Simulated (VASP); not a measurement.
Set up this calculation in VASP 6.6.1, as the native input.

```yaml
Task: single point
Functional: PBE
Potentials_or_basis: VASP PAW PBE potentials, release 64 (Rh_pv)
Cutoff: 520 eV
k_mesh: 12 × 12 × 12
Occupations: gaussian, width 0.019 eV
Spin: no spin polarisation
Dipole_correction: no
Further_INCAR_settings: ALGO = Normal; EDIFF = 1e-06; NBANDS = 14
```

The structure of Rh lies in POSCAR:

```
Rh
1.0
    0.0000000000      1.8978500000      1.8978500000
    1.8978500000      0.0000000000      1.8978500000
    1.8978500000      1.8978500000      0.0000000000
Rh
1
Direct
    0.0000000000      0.0000000000      0.0000000000
```

One way to write it, as run:

INCAR

```
SYSTEM = Rh
  PREC = Accurate
  ENCUT = 520
  EDIFF = 1E-6
  ISMEAR = 0
  SIGMA = 0.019000000000000003
  LREAL = .FALSE.
  LASPH = .TRUE.
  NELM = 60
  ALGO = Normal
  ISIF = 2
  LWAVE = .FALSE.
  LCHARG = .TRUE.
  GGA = PE
  LELF = .TRUE.
  LVHAR = .TRUE.
  NBANDS = 14
```

KPOINTS

```
regular mesh
0
G
  12 12 12
  0 0 0
```

Potentials or basis: VASP PAW PBE potentials, release 64 (Rh_pv).

The run is started by

```sh
$ cat potpaw_PBE.64/Rh_pv/POTCAR > POTCAR
$ mpirun -np 1 vasp_std > vasp.out
```

It gave:

```
Pressure : 7.4 GPa
```

It used 10 s of CPU time on 1 thread of AMD EPYC 7R13 Processor (Zen 3), on a shared host.
